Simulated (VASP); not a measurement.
# SnO2 (I4_1/amd) in VASP: a series of runs

SnO2 is run at these levels: LDA; tasks: single point.

Everything below comes from runs of VASP 6.6.1. Logs are shortened: lines on timing, memory, paths and dates and some standing lists are left out, and cuts for length are marked.

## (1) The cell of the first run

Symmetry: I4_1/amd, No. 141, tetragonal system. The conventional cell has a = 4.193 Å, b = 4.193 Å, c = 9.135 Å, α = 90.00°, β = 90.00°, γ = 90.00°. Within 2.5 Å of Sn (site symmetry -4m2) lie 6 O at 1.85 to 2.14 Å. Within 2.6 Å of O (site symmetry 2mm) lie 3 Sn at 1.85 to 2.14 Å and 2 O at 2.54 Å.

## (2) Single point, LDA

File INCAR:

```
ALGO = Normal
EDIFF = 1E-6
ENCUT = 520
GGA = CA
ISIF = 2
ISMEAR = 0
LASPH = True
LCHARG = True
LELF = True
LREAL = False
LVHAR = True
LWAVE = False
NBANDS = 35
NELM = 60
PREC = Accurate
SIGMA = 0.05
```

File KPOINTS:

```
k-points
0
Gamma
  10 10 10
```

File POSCAR:

```
SnO2
1.0
   -2.0966743711      2.0966743711      4.5674946693
    2.0966743711     -2.0966743711      4.5674946693
    2.0966743711      2.0966743711     -4.5674946693
Sn O
2 4
Direct
    0.7500000000      0.2500000000      0.5000000000
    0.0000000000      0.0000000000      0.0000000000
    0.7969975836      0.7969975836      0.0000000000
    0.9530024164      0.4530024164      0.5000000000
    0.2030024164      0.2030024164      0.0000000000
    0.5469975836      0.0469975836      0.5000000000
```

Potentials or basis: VASP PAW LDA potentials, release 64 (Sn_d, O).

Launch:

```console
$ cat potpaw_LDA.64/Sn_d/POTCAR potpaw_LDA.64/O/POTCAR > POTCAR
$ mpirun -np 1 vasp_std > vasp.out
```

OUTCAR:

```text
EDIFF = 1E-6
   ENCUT = 520
   GGA = CA
   ISIF = 2
   ISMEAR = 0
   LASPH = True
   LREAL = False
   NELM = 60
   PREC = Accurate

 ion  position               nearest neighbor table
   1  0.750  0.250  0.500-   4 1.85   6 1.85   5 2.14   3 2.14   3 2.14   5 2.14   2 3.10   2 3.10
                             2 3.10   2 3.10
   2  0.000  0.000  0.000-   3 1.85   5 1.85   4 2.14   6 2.14   6 2.14   4 2.14   1 3.10   1 3.10
                             1 3.10   1 3.10
   3  0.797  0.797  0.000-   2 1.85   1 2.14   1 2.14
   4  0.953  0.453  0.500-   1 1.85   2 2.14   2 2.14
   5  0.203  0.203  0.000-   2 1.85   1 2.14   1 2.14
   6  0.547  0.047  0.500-   1 1.85   2 2.14   2 2.14

  LATTYP: Found a body centered tetragonal cell.
 ALAT       =     4.1933487422
 C/A-ratio  =     2.1784473222

  Lattice vectors:

 A1 = (  -2.0966743711,   2.0966743711,   4.5674946693)
 A2 = (   2.0966743711,  -2.0966743711,   4.5674946693)
 A3 = (   2.0966743711,   2.0966743711,  -4.5674946693)

Analysis of symmetry for initial positions (statically):
=====================================================================
 Subroutine PRICEL returns:
 Original cell was already a primitive cell.

 Routine SETGRP: Setting up the symmetry group for a
 body centered tetragonal supercell.

 Subroutine GETGRP returns: Found 16 space group operations
 (whereof  8 operations were pure point group operations)
 out of a pool of 16 trial point group operations.

The static configuration has the point symmetry D_2d.
 The point group associated with its full space group is D_4h.

Analysis of symmetry for dynamics (positions and initial velocities):
=====================================================================
 Subroutine PRICEL returns:
 Original cell was already a primitive cell.

 Routine SETGRP: Setting up the symmetry group for a
 body centered tetragonal supercell.

 Subroutine GETGRP returns: Found 16 space group operations
 (whereof  8 operations were pure point group operations)
 out of a pool of 16 trial point group operations.

The dynamic configuration has the point symmetry D_2d.
 The point group associated with its full space group is D_4h.

 Subroutine INISYM returns: Found 16 space group operations
 (whereof  8 operations are pure point group operations),
 and found     1 'primitive' translations

----------------------------------------------------------------------------------------
[... 99 lines left out ...]
   ENCUT  =  520.0 eV  38.22 Ry    6.18 a.u.  10.13 10.13 10.13*2*pi/ulx,y,z
   NELM   =     60;   NELMIN=  2; NELMDL= -5     # of ELM steps
   EDIFF  = 0.1E-05   stopping-criterion for ELM
   LREAL  =      F    real-space projection
   EDIFFG = 0.1E-04   stopping-criterion for IOM
   NSW    =      0    number of steps for IOM
   IBRION =     -1    ionic relax: 0-MD 1-quasi-New 2-CG
   NFREE  =      0    steps in history (QN), initial steepest desc. (CG)
   ISIF   =      2    stress and relaxation
   ISYM   =      2    0-nonsym 1-usesym 2-fastsym
   POTIM  = 0.5000    time-step for ionic-motion
   TEBEG  =    0.0;   TEEND  =   0.0 temperature during run
   PSTRESS=    0.0 pullay stress
   NELECT =      52.0000    total number of electrons
   NUPDOWN=      -1.0000    fix difference up-down
   EMIN   =  10.00;   EMAX   =-10.00  energy-range for DOS
   EFERMI =   0.00;   METHOD = LEGACY
   ISMEAR =     0;   SIGMA  =   0.05  broadening in eV -4-tet -1-fermi 0-gaus
   EFERMI_NEDOS =   21; number of points for ismear=-14 and -15
   IALGO  =     38    algorithm
   IMIX   =      4    mixing-type and parameters
     AMIX     =   0.40;   BMIX     =  1.00
     AMIX_MAG =   1.60;   BMIX_MAG =  1.00
  volume/ion in A,a.u.               =      13.39        90.33
  Fermi-wavevector in a.u.,A,eV,Ry     =   1.416259  2.676341 27.290414  2.005789
  Thomas-Fermi vector in A             =   2.537612
   LORBIT       =      0    0 simple, 1 ext, 2 COOP (PROOUT), +10 PAW based schemes
   GGA     = CA    functional components
   LHFCALC =     F    Hartree Fock is set to
   AEXX    =    0.0000 exact exchange contribution
   IVDW    =     0    specifies the selected vdW correction
   LEPSILON=     F    determine dielectric tensor
   LRPA    =     F    only Hartree local field effects (RPA)
 non-spin polarized calculation
 Gauss-broadening in eV      SIGMA  =   0.05
  energy-cutoff  :      520.00
  volume of cell :       80.32
 maximum number of plane-waves:      2176
 NGX is ok and might be reduce to    42
   NGX = 21   NGY = 21   NGZ = 21

 number of electron      52.0000000 magnetization

 Free energy of the ion-electron system (eV)
  ---------------------------------------------------
  ext. energy  EPLUGINS =         0.00000000
  ---------------------------------------------------
  free energy    TOTEN  =       -40.41183314 eV

  energy without entropy =      -40.41183314  energy(sigma->0) =      -40.41183314

 E-fermi :   4.0510     XC(G=0): -10.9093

 val. band max:        3.8336382832   @ k =   0.3000   0.3000   0.2000
 cond. band min:       6.4031452710   @ k =   0.0000   0.0000   0.0000
 fundamental gap:      2.5695069878
 Fermi energy:         4.0509992184

 k-point     1 :       0.0000    0.0000    0.0000
  band No.  band energies     occupation
      1     -17.0480      2.00000
      2     -16.5973      2.00000
      3     -16.1577      2.00000
      4     -15.9660      2.00000
      5     -15.5422      2.00000
      6     -15.5422      2.00000
[... 901 lines left out ...]
     34      15.5424      0.00000
     35      16.4293      0.00000

 [... further k-points ...]
[... 5 lines left out ...]
  --------------------------------------------------------------------------------------
  -------------------------------------------------------------------------------------
  Total       -1.8783418     -1.8783418     25.4389134      0.0000000      0.0000000      0.0000000
  in kB      -37.4701296    -37.4701296    507.4685413      0.0000000      0.0000000      0.0000000
  external PRESSURE =     144.1760940 kB  Pullay stress =       0.0000000 kB

 VOLUME and BASIS-vectors are now :
 -----------------------------------------------------------------------------
  energy-cutoff  :      520.00
  volume of cell :       80.32
      direct lattice vectors                 reciprocal lattice vectors
    -2.096674371  2.096674371  4.567494669     0.000000000  0.238472892  0.109469203
     2.096674371 -2.096674371  4.567494669     0.238472892  0.000000000  0.109469203
     2.096674371  2.096674371 -4.567494669     0.238472892  0.238472892  0.000000000

 POSITION                                       TOTAL-FORCE (eV/Angst)
 -----------------------------------------------------------------------------------
      0.00000      2.09667      2.28375         0.000000      0.000000      0.000000
      0.00000      0.00000      0.00000         0.000000      0.000000      0.000000
      0.00000      0.00000      7.28056        -0.000000     -0.000000     -3.355599
      0.00000      2.09667      4.13817        -0.000000     -0.000000      3.355599
      0.00000      0.00000      1.85442         0.000000      0.000000      3.355599
      0.00000      2.09667      0.42932        -0.000000     -0.000000     -3.355599
 -----------------------------------------------------------------------------------
    total drift:                               -0.000000     -0.000000      0.000000

  FREE ENERGIE OF THE ION-ELECTRON SYSTEM (eV)
  ---------------------------------------------------
  free  energy   TOTEN  =       -40.4118331390 eV

  energy  without entropy=      -40.4118331390  energy(sigma->0) =      -40.41183314
```

OSZICAR:

```text
N       E                     dE             d eps       ncg     rms          rms(c)
DAV:   1     0.643643151204E+03    0.64364E+03   -0.25658E+04  7871   0.225E+03
DAV:   2     0.576809401612E+02   -0.58596E+03   -0.55159E+03  7719   0.606E+02
DAV:   3    -0.416876255167E+02   -0.99369E+02   -0.97650E+02  7723   0.211E+02
DAV:   4    -0.469504141826E+02   -0.52628E+01   -0.52254E+01  8968   0.536E+01
DAV:   5    -0.470905754110E+02   -0.14016E+00   -0.14003E+00  8725   0.913E+00    0.170E+01
DAV:   6    -0.404617000160E+02    0.66289E+01   -0.18882E+01 11166   0.660E+01    0.683E+00
DAV:   7    -0.405111089697E+02   -0.49409E-01   -0.23171E+00  7576   0.878E+00    0.349E+00
DAV:   8    -0.404284399381E+02    0.82669E-01   -0.26960E-01 11035   0.546E+00    0.798E-01
DAV:   9    -0.404115511690E+02    0.16889E-01   -0.52727E-02 11225   0.382E+00    0.144E-01
DAV:  10    -0.404117921091E+02   -0.24094E-03   -0.46251E-03  8071   0.536E-01    0.616E-02
DAV:  11    -0.404118341330E+02   -0.42024E-04   -0.23511E-04 10815   0.186E-01    0.271E-02
DAV:  12    -0.404118378374E+02   -0.37043E-05   -0.29903E-05 10469   0.569E-02    0.176E-02
DAV:  13    -0.404118329160E+02    0.49214E-05   -0.17202E-05  9786   0.643E-02    0.195E-03
DAV:  14    -0.404118331390E+02   -0.22299E-06   -0.24955E-06  6002   0.129E-02
   1 F= -.40411833E+02 E0= -.40411833E+02  d E =-.141160E-11
```

stdout:

```text
POSCAR found type information on POSCAR SnO
 POSCAR found :  2 types and       6 ions
 scaLAPACK will be used
 LDA part: xc-table for (Slater(with rela. corr.)+CA(PZ))
 , standard interpolation
 POSCAR, INCAR and KPOINTS ok, starting setup
 FFT: planning ... GRIDC
 FFT: planning ... GRID_SOFT
 FFT: planning ... GRID
 WAVECAR not read
 entering main loop
```

It took 10 min on 1 thread of AMD EPYC 7R43 (Zen 3), shared host; peak memory 0.33 GiB.

Results:

```
Free energy            : -40.4118 eV
Pressure               : 14.4 GPa
Largest force          : 3.356 eV/Å
Band gap on the k mesh : 2.57 eV (least direct gap 3.13 eV)
```

Forces in eV/Å, atoms in the order of the input:
```
Sn   0.000  0.000  0.000
Sn   0.000  0.000  0.000
O    0.000  0.000 -3.356
O    0.000  0.000  3.356
O    0.000  0.000  3.356
O    0.000  0.000 -3.356
```

Levels at points of the mesh, in eV from the valence-band top:
```
           k point  band 23  band 24  band 25  band 26  band 27  band 28  band 29  band 30
(0.00, 0.00, 0.00)    -0.65    -0.65    -0.56    -0.56     2.57     6.72     9.81    10.64
(0.50, 0.00, 0.00)    -0.85    -0.81    -0.69    -0.37     5.45     7.05     8.12     8.28
(0.50, 0.50, 0.00)    -0.42    -0.42    -0.21    -0.21     7.51     7.51     7.51     7.51
(0.50, 0.50, 0.50)    -1.09    -1.09    -0.42    -0.42     5.40     5.40     8.11     8.11
```

Caveat: the cell stands under pressure; spin-orbit coupling is left out, which moves the levels of the heavy elements; forces of over 1 eV/Å act on the atoms, so gaps and moduli don't describe the material at rest. A k mesh can miss the band edges.

(Continued in part 2 of 2.)
